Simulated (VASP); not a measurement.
A run of VASP 6.6.1:

INCAR

```
ALGO     = Normal         # electronic algorithm
EDIFF    = 1E-6           # SCF threshold, eV
ENCUT    = 600            # plane-wave cutoff, eV
GGA      = PE             # functional
GGA_COMPAT= False        
ISIF     = 2              # what is computed and relaxed
ISMEAR   = -1             # smearing method
LASPH    = True           # aspherical terms in the spheres
LCHARG   = False          # write CHGCAR
LREAL    = False          # projectors in reciprocal space
LWAVE    = False          # write WAVECAR
NBANDS   = 25             # bands
NELM     = 120            # most SCF steps
PREC     = Accurate       # precision mode
SIGMA    = 0.025          # smearing width, eV
```

Contents of KPOINTS:

```
k-points
0
Gamma
  4 4 2
```

POSCAR

```
CSe2
1.0
    3.5697670000     -2.9947800000      0.0000000000
    3.5697670000      2.9947800000      0.0000000000
    0.0000000000      0.0000000000      9.4626520000
Se C
4 2
Direct
    0.2168650000      0.7852020000      0.8852330000
    0.7928090000      0.2097190000      0.1174770000
    0.2985130000      0.7213870000      0.3765090000
    0.7152940000      0.2823980000      0.6191460000
    0.0018200000     -0.0153670000     -0.0006670000
    0.4967520000      0.5048400000      0.4934080000
```

Potentials or basis: VASP PAW PBE potentials, release 64 (Se, C).

Run with:

```bash
$ cat potpaw_PBE.64/Se/POTCAR potpaw_PBE.64/C/POTCAR > POTCAR
$ mpirun -np 1 vasp_std > vasp.out
```

Hardware: 1 thread of Intel Xeon 8259CL, with other jobs on the host.

Problem. How long does it take, and how much memory?

Solution. Run time: 3.6 min on 1 thread of Intel Xeon 8259CL, with other jobs on the host, peak memory 0.38 GiB. Counts: scf iterations 15, k points 20.
